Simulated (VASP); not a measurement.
# BeTe (P4_2/mbc) in VASP: a series of runs

The runs below take BeTe through single point, with PBE.

Program: VASP 6.6.1. These are calculated values, not measurements. Logs are shortened: lines on timing, memory, paths and dates and some standing lists are left out, and cuts for length are marked.

## 1. The cell of the first run

Symmetry: P4_2/mbc, No. 135, tetragonal system. Conventional cell: a = 8.845 Å, b = 8.845 Å, c = 4.224 Å, α = 90.00°, β = 90.00°, γ = 90.00°. Within 2.9 Å of Be (site symmetry m) lie 4 Te at 2.17 to 2.48 Å. Te (site symmetry m) has 4 Be at 2.17 to 2.48 Å within 2.9 Å.

The cell was generated, and may not be a known phase.

## 2. Single point, PBE

The input, INCAR:

```
PREC = Accurate ; ENCUT = 520
EDIFF = 1E-6 ; ISMEAR = 0
SIGMA = 0.1 ; LREAL = Auto
LASPH = T ; NELM = 60
ALGO = Normal ; ISIF = 2
LWAVE = F ; LCHARG = T
GGA = PE ; LELF = T
LVHAR = T ; NBANDS = 46
```

The input, KPOINTS:

```
regular mesh
0
Gamma
  2 2 4
```

The input, POSCAR:

```
BeTe
1.0
    8.8452081100      0.0000000000      0.0000000000
    0.0000000000      8.8452081100      0.0000000000
    0.0000000000      0.0000000000      4.2242276100
Be Te
8 8
Direct
    0.6913084800      0.6225034900      0.0000000000
    0.8774965100      0.8086915200      0.5000000000
    0.3086915200      0.3774965100      0.0000000000
    0.1225034900      0.1913084800      0.5000000000
    0.6225034900      0.3086915200      0.5000000000
    0.8086915200      0.1225034900      0.0000000000
    0.3774965100      0.6913084800      0.5000000000
    0.1913084800      0.8774965100      0.0000000000
    0.1225034900      0.8086915200      0.5000000000
    0.3086915200      0.6225034900      0.0000000000
    0.8774965100      0.1913084800      0.5000000000
    0.6913084800      0.3774965100      0.0000000000
    0.1913084800      0.1225034900      0.0000000000
    0.3774965100      0.3086915200      0.5000000000
    0.8086915200      0.8774965100      0.0000000000
    0.6225034900      0.6913084800      0.5000000000
```

Potentials or basis: VASP PAW PBE potentials, release 64 (Be, Te).

Launch:

```sh
> cat potpaw_PBE.64/Be/POTCAR potpaw_PBE.64/Te/POTCAR > POTCAR
> mpirun -np 1 vasp_std > vasp.out
```

OUTCAR:

```text
PREC = Accurate
   ENCUT = 520
   EDIFF = 1E-6
   ISMEAR = 0
   LREAL = Auto
   LASPH = T
   NELM = 60
   ISIF = 2
   GGA = PE

 ion  position               nearest neighbor table
   1  0.691  0.623  0.000-  12 2.17  16 2.28  16 2.28  15 2.48
   2  0.877  0.809  0.500-   9 2.17  15 2.28  15 2.28  16 2.48
   3  0.309  0.377  0.000-  10 2.17  14 2.28  14 2.28  13 2.48
   4  0.123  0.191  0.500-  11 2.17  13 2.28  13 2.28  14 2.48
   5  0.623  0.309  0.500-  14 2.17  12 2.28  12 2.28  11 2.48
   6  0.809  0.123  0.000-  15 2.17  11 2.28  11 2.28  12 2.48
   7  0.377  0.691  0.500-  16 2.17  10 2.28  10 2.28   9 2.48
   8  0.191  0.877  0.000-  13 2.17   9 2.28   9 2.28  10 2.48
   9  0.123  0.809  0.500-   2 2.17   8 2.28   8 2.28   7 2.48  10 3.14  10 3.14  13 3.54  15 3.54
                            13 3.54  15 3.54
  10  0.309  0.623  0.000-   3 2.17   7 2.28   7 2.28   8 2.48   9 3.14   9 3.14  14 3.54  16 3.54
                            14 3.54  16 3.54
  11  0.877  0.191  0.500-   4 2.17   6 2.28   6 2.28   5 2.48  12 3.14  12 3.14  13 3.54  15 3.54
                            13 3.54  15 3.54
  12  0.691  0.377  0.000-   1 2.17   5 2.28   5 2.28   6 2.48  11 3.14  11 3.14  14 3.54  16 3.54
                            14 3.54  16 3.54
  13  0.191  0.123  0.000-   8 2.17   4 2.28   4 2.28   3 2.48  14 3.14  14 3.14  11 3.54   9 3.54
                            11 3.54   9 3.54
  14  0.377  0.309  0.500-   5 2.17   3 2.28   3 2.28   4 2.48  13 3.14  13 3.14  12 3.54  10 3.54
                            12 3.54  10 3.54
  15  0.809  0.877  0.000-   6 2.17   2 2.28   2 2.28   1 2.48  16 3.14  16 3.14  11 3.54   9 3.54
                            11 3.54   9 3.54
  16  0.623  0.691  0.500-   7 2.17   1 2.28   1 2.28   2 2.48  15 3.14  15 3.14  12 3.54  10 3.54
                            12 3.54  10 3.54

  LATTYP: Found a simple tetragonal cell.
 ALAT       =     8.8452081100
 C/A-ratio  =     0.4775724389

  Lattice vectors:

 A1 = (   8.8452081100,   0.0000000000,   0.0000000000)
 A2 = (   0.0000000000,   8.8452081100,   0.0000000000)
 A3 = (   0.0000000000,   0.0000000000,   4.2242276100)

Analysis of symmetry for initial positions (statically):
=====================================================================
 Subroutine PRICEL returns:
 Original cell was already a primitive cell.

 Routine SETGRP: Setting up the symmetry group for a
 simple tetragonal supercell.

 Subroutine GETGRP returns: Found 16 space group operations
 (whereof  4 operations were pure point group operations)
 out of a pool of 16 trial point group operations.

The static configuration has the point symmetry C_2h.
 The point group associated with its full space group is D_4h.

Analysis of symmetry for dynamics (positions and initial velocities):
=====================================================================
 Subroutine PRICEL returns:
 Original cell was already a primitive cell.

 Routine SETGRP: Setting up the symmetry group for a
 simple tetragonal supercell.

 Subroutine GETGRP returns: Found 16 space group operations
 (whereof  4 operations were pure point group operations)
 out of a pool of 16 trial point group operations.

The dynamic configuration has the point symmetry C_2h.
 The point group associated with its full space group is D_4h.

 Subroutine INISYM returns: Found 16 space group operations
 (whereof  4 operations are pure point group operations),
 and found     1 'primitive' translations

----------------------------------------------------------------------------------------

                                     Primitive cell

  volume of cell :     330.4939

  direct lattice vectors                    reciprocal lattice vectors
     8.845208110  0.000000000  0.000000000     0.113055565  0.000000000  0.000000000
     0.000000000  8.845208110  0.000000000     0.000000000  0.113055565  0.000000000
     0.000000000  0.000000000  4.224227610     0.000000000  0.000000000  0.236729668

  length of vectors
     8.845208110  8.845208110  4.224227610     0.113055565  0.113055565  0.236729668

  position of ions in fractional coordinates (direct lattice)
     0.691308480  0.622503490  0.000000000
     0.877496510  0.808691520  0.500000000
     0.308691520  0.377496510  0.000000000
     0.122503490  0.191308480  0.500000000
     0.622503490  0.308691520  0.500000000
     0.808691520  0.122503490  0.000000000
[... 8 lines left out ...]
     0.808691520  0.877496510  0.000000000
     0.622503490  0.691308480  0.500000000

  ion indices of the primitive-cell ions
   primitive index   ion index
                 1           1
                 2           2
                 3           3
                 4           4
                 5           5
                 6           6
[... 8 lines left out ...]
                15          15
                16          16

----------------------------------------------------------------------------------------

 KPOINTS: regular mesh

Automatic generation of k-mesh.
 Grid dimensions read from file:
 generate k-points for:    2    2    4

 Generating k-lattice:

  Cartesian coordinates                     Fractional coordinates (reciprocal lattice)
     0.056527782  0.000000000  0.000000000     0.500000000  0.000000000  0.000000000
     0.000000000  0.056527782  0.000000000     0.000000000  0.500000000  0.000000000
     0.000000000  0.000000000  0.059182417     0.000000000  0.000000000  0.250000000

  Length of vectors
     0.056527782  0.056527782  0.059182417

  Shift w.r.t. Gamma in fractional coordinates (k-lattice)
     0.000000000  0.000000000  0.000000000

 Subroutine IBZKPT returns following result:
 ===========================================

 Found      9 irreducible k-points:

 Following reciprocal coordinates:
            Coordinates               Weight
  0.000000  0.000000  0.000000      1.000000
  0.500000  0.000000  0.000000      2.000000
  0.500000  0.500000  0.000000      1.000000
  0.000000  0.000000  0.250000      2.000000
  0.500000  0.000000  0.250000      4.000000
  0.500000  0.500000  0.250000      2.000000
  0.000000  0.000000  0.500000      1.000000
  0.500000  0.000000  0.500000      2.000000
  0.500000  0.500000  0.500000      1.000000
   k-points           NKPTS =      9   k-points in BZ     NKDIM =      9   number of bands    NBANDS=     46
   number of dos      NEDOS =    301   number of ions     NIONS =     16
   total plane-waves  NPLWV = 156800
   dimension x,y,z NGX =    70 NGY =   70 NGZ =   32
   dimension x,y,z NGXF=   140 NGYF=  140 NGZF=   64
   ions per type =               8   8
   NGX,Y,Z   is equivalent  to a cutoff of  13.16, 13.16, 12.59 a.u.
   NGXF,Y,Z  is equivalent  to a cutoff of  26.31, 26.31, 25.19 a.u.
 SYSTEM =  unknown system
   PREC   = accura    normal or accurate (medium, high low for compatibility)
   ISTART =      0    job   : 0-new  1-cont  2-samecut
   ICHARG =      2    charge: 1-file 2-atom 10-const
   ISPIN  =      1    spin polarized calculation?
   LNONCOLLINEAR =      F non collinear calculations
   LSORBIT =      F    spin-orbit coupling
   LASPH  =      T    aspherical Exc in radial PAW
   ENCUT  =  520.0 eV  38.22 Ry    6.18 a.u.  16.45 16.45  7.85*2*pi/ulx,y,z
   NELM   =     60;   NELMIN=  2; NELMDL= -5     # of ELM steps
   EDIFF  = 0.1E-05   stopping-criterion for ELM
   LREAL  =      T    real-space projection
   EDIFFG = 0.1E-04   stopping-criterion for IOM
   NSW    =      0    number of steps for IOM
   IBRION =     -1    ionic relax: 0-MD 1-quasi-New 2-CG
   NFREE  =      0    steps in history (QN), initial steepest desc. (CG)
   ISIF   =      2    stress and relaxation
   ISYM   =      2    0-nonsym 1-usesym 2-fastsym
   POTIM  = 0.5000    time-step for ionic-motion
   TEBEG  =    0.0;   TEEND  =   0.0 temperature during run
   PSTRESS=    0.0 pullay stress
   NELECT =      64.0000    total number of electrons
   NUPDOWN=      -1.0000    fix difference up-down
   EMIN   =  10.00;   EMAX   =-10.00  energy-range for DOS
   EFERMI =   0.00;   METHOD = LEGACY
   ISMEAR =     0;   SIGMA  =   0.10  broadening in eV -4-tet -1-fermi 0-gaus
   EFERMI_NEDOS =   21; number of points for ismear=-14 and -15
   IALGO  =     38    algorithm
   IMIX   =      4    mixing-type and parameters
     AMIX     =   0.40;   BMIX     =  1.00
     AMIX_MAG =   1.60;   BMIX_MAG =  1.00
  volume/ion in A,a.u.               =      20.66       139.39
  Fermi-wavevector in a.u.,A,eV,Ry     =   0.947139  1.789833 12.205407  0.897072
  Thomas-Fermi vector in A             =   2.075204
   LORBIT       =      0    0 simple, 1 ext, 2 COOP (PROOUT), +10 PAW based schemes
   GGA     = PE    functional components
   LHFCALC =     F    Hartree Fock is set to
   AEXX    =    0.0000 exact exchange contribution
   IVDW    =     0    specifies the selected vdW correction
   LEPSILON=     F    determine dielectric tensor
   LRPA    =     F    only Hartree local field effects (RPA)
 non-spin polarized calculation
 Gauss-broadening in eV      SIGMA  =   0.10
  energy-cutoff  :      520.00
  volume of cell :      330.49
 maximum number of plane-waves:      8952
 NGX is ok and might be reduce to    70
   NGX = 33   NGY = 33   NGZ = 15

 number of electron      64.0000001 magnetization

 Free energy of the ion-electron system (eV)
  ---------------------------------------------------
  ext. energy  EPLUGINS =         0.00000000
  ---------------------------------------------------
  free energy    TOTEN  =       -44.08483982 eV

  energy without entropy =      -44.04057267  energy(sigma->0) =      -44.06270624

 E-fermi :   6.6116     XC(G=0):  -9.0953

 val. band max:        6.5706732619   @ k =   0.5000   0.0000   0.5000
 cond. band min:       6.6683039953   @ k =   0.5000   0.0000   0.0000
 fundamental gap:      0.0976307334
 Fermi energy:         6.6115799707

 k-point     1 :       0.0000    0.0000    0.0000
  band No.  band energies     occupation
      1      -7.8103      2.00000
      2      -6.9296      2.00000
      3      -6.9296      2.00000
      4      -6.3000      2.00000
      5      -6.2074      2.00000
      6      -4.8449      2.00000
[... 36 lines left out ...]
     43      10.0918      0.00000
     44      10.0918      0.00000

 k-point     2 :       0.5000    0.0000    0.0000
  band No.  band energies     occupation
      1      -7.5163      2.00000
      2      -7.5163      2.00000
      3      -6.6529      2.00000
      4      -6.6529      2.00000
      5      -5.4557      2.00000
      6      -5.4557      2.00000
[... 36 lines left out ...]
     43       9.9265      0.00000
     44       9.9265      0.00000

 k-point     3 :       0.5000    0.5000    0.0000
  band No.  band energies     occupation
      1      -7.3956      2.00000
      2      -7.3956      2.00000
      3      -6.9492      2.00000
      4      -6.9492      2.00000
      5      -4.8079      2.00000
      6      -4.8079      2.00000
[... 36 lines left out ...]
     43      10.2372      0.00000
     44      10.2372      0.00000

 k-point     4 :       0.0000    0.0000    0.2500
  band No.  band energies     occupation
      1      -7.3837      2.00000
      2      -6.5662      2.00000
      3      -6.5662      2.00000
      4      -6.0515      2.00000
      5      -5.9701      2.00000
      6      -4.9529      2.00000
[... 177 lines left out ...]
     43      11.1580      0.00000
     44      11.1580      0.00000

 k-point     8 :       0.5000    0.0000    0.5000
  band No.  band energies     occupation
      1      -6.0005      2.00000
      2      -6.0005      2.00000
      3      -5.9884      2.00000
      4      -5.9884      2.00000
      5      -5.6200      2.00000
      6      -5.6200      2.00000
[... 36 lines left out ...]
     43      11.1491      0.00000
     44      11.1491      0.00000

 k-point     9 :       0.5000    0.5000    0.5000
  band No.  band energies     occupation
      1      -5.9511      2.00000
      2      -5.9511      2.00000
      3      -5.9511      2.00000
      4      -5.9511      2.00000
      5      -5.6678      2.00000
      6      -5.6678      2.00000
[... 36 lines left out ...]
     43      10.9498      0.00000
     44      10.9498      0.00000
 [bands above 44 left out]

------------------------ aborting loop because EDIFF is reached ----------------------------------------

  FORCE on cell =-STRESS in cart. coord.  units (eV):
  Direction    XX          YY          ZZ          XY          YZ          ZX
  --------------------------------------------------------------------------------------
  -------------------------------------------------------------------------------------
  Total       42.8182962     42.8182962     59.2455866     -0.0000000      0.0000000      0.0000000
  in kB      207.5757151    207.5757151    287.2123856     -0.0000000      0.0000000      0.0000000
  external PRESSURE =     234.1212719 kB  Pullay stress =       0.0000000 kB

 VOLUME and BASIS-vectors are now :
 -----------------------------------------------------------------------------
  energy-cutoff  :      520.00
  volume of cell :      330.49
      direct lattice vectors                 reciprocal lattice vectors
     8.845208110  0.000000000  0.000000000     0.113055565  0.000000000  0.000000000
     0.000000000  8.845208110  0.000000000     0.000000000  0.113055565  0.000000000
     0.000000000  0.000000000  4.224227610     0.000000000  0.000000000  0.236729668

 POSITION                                       TOTAL-FORCE (eV/Angst)
 -----------------------------------------------------------------------------------
      6.11477      5.50617      0.00000         0.229042      0.910990      0.000000
      7.76164      7.15304      2.11211        -0.910990     -0.229042     -0.000000
      2.73044      3.33904      0.00000        -0.229042     -0.910990     -0.000000
      1.08357      1.69216      2.11211         0.910990      0.229042      0.000000
      5.50617      2.73044      2.11211         0.910990     -0.229042     -0.000000
      7.15304      1.08357      0.00000        -0.229042      0.910990     -0.000000
[... 8 lines left out ...]
      7.15304      7.76164      0.00000        -0.023221     -0.105443     -0.000000
      5.50617      6.11477      2.11211         0.105443      0.023221     -0.000000
 -----------------------------------------------------------------------------------
    total drift:                               -0.000000      0.000000      0.000000

  FREE ENERGIE OF THE ION-ELECTRON SYSTEM (eV)
  ---------------------------------------------------
  free  energy   TOTEN  =       -44.0848398232 eV

  energy  without entropy=      -44.0405726668  energy(sigma->0) =      -44.06270624
```

It took 6.4 min on 1 thread of Intel Xeon 8259CL, shared host; peak memory 0.43 GiB.

What came out:

```
Free energy            : -44.0848 eV
Pressure               : 23.4 GPa
Largest force          : 0.939 eV/Å
Band gap on the k mesh : zero (bands 32 and 33 overlap by 0.88 eV)
```

Forces on the atoms (eV/Å):
```
Be   0.229  0.911  0.000
Be  -0.911 -0.229  0.000
Be  -0.229 -0.911  0.000
Be   0.911  0.229  0.000
Be   0.911 -0.229  0.000
Be  -0.229  0.911  0.000
Be  -0.911  0.229  0.000
Be   0.229 -0.911  0.000
Te   0.105 -0.023  0.000
Te  -0.023  0.105  0.000
Te  -0.105  0.023  0.000
Te   0.023 -0.105  0.000
Te   0.023  0.105  0.000
Te  -0.105 -0.023  0.000
Te  -0.023 -0.105  0.000
Te   0.105  0.023  0.000
```

Stress tensor (GPa, compression positive):
```
20.76  0.00  0.00
 0.00 20.76  0.00
 0.00  0.00 28.72
```

Caveat: the k points lie up to 0.37 Å⁻¹ apart, too coarse for converged energies and pressures of a metal; spin-orbit coupling is left out, which moves the levels of the heavy elements.

(Continued in part 2 of 2.)

The gap in the log of VASP goes by the Fermi energy; the results here count the filled bands.